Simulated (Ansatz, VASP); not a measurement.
# AlRu in VASP and in Ansatz

Contents of INCAR:

```
SYSTEM = AlRu
PREC = Accurate
ENCUT = 520
EDIFF = 1E-6
ISMEAR = 0
SIGMA = 0.15
LREAL = .FALSE.
LASPH = .TRUE.
NELM = 100
ALGO = Fast
ISIF = 2
LWAVE = .FALSE.
LCHARG = .FALSE.
GGA = PS
NBANDS = 16
```

The input KPOINTS:

```
regular mesh
0
G
  22 22 22
  0 0 0
```

POSCAR

```
AlRu
1.0
    2.8009069979      0.0000000000      0.0000000000
    0.0000000000      2.8009069979      0.0000000000
    0.0000000000      0.0000000000      3.3610883975
Al Ru
1 1
Direct
    0.0000000000      0.0000000000      0.0000000000
    0.5000000000      0.5000000000      0.5000000000
```

Input for Ansatz:

```yaml
crystal:
  lattice:
    - [2.8009069979, 0.0, 0.0]
    - [0.0, 2.8009069979, 0.0]
    - [0.0, 0.0, 3.3610883975]
  atoms:
    - { symbol: Al, position: [0.0, 0.0, 0.0] }
    - { symbol: Ru, position: [0.5, 0.5, 0.5] }
basis:
  ecutwfc: 420
kpoints:
  mp_grid: { grid: [22, 22, 22] }
hamiltonian:
  xc: pbesol
scf:
  occupations: { method: gaussian, width: 0.15 }
output:
  forces: true
  stress: true
  eigenvalues: true
```

Alike in both runs: task single point; functional PBEsol; k mesh 22 × 22 × 22; occupations gaussian, width 0.15 eV; no spin polarisation.

```csv
,VASP,Ansatz
version,VASP 6.6.1,Ansatz 0.2.0
potentials or method,"VASP PAW PBE potentials, release 64 (Al, Ru_pv), cutoff 520 eV","scalar-relativistic, plane waves, PAW"
valence electrons in the cell,17,19
```

Ansatz gave:

| Quantity | Value |
| --- | --- |
| gap on the k mesh at the Fermi level (eV) | none |
| pressure (GPa) | 3.2 |
| traceless stress, the component that is largest in VASP (GPa) | -18.06 |

Problem. Which values does VASP return?

Solution. gap on the k mesh at the Fermi level (eV): none; pressure (GPa): 3.3; traceless stress, the component that is largest in VASP (GPa): -18.07.

VASP's potentials were made for PBE, not for PBEsol. A gap of «none» marks a metal or a gap that the smearing closes. VASP's potentials hold 17 valence electrons a cell and Ansatz's 19, so a difference there can come from the potentials and not from the codes.
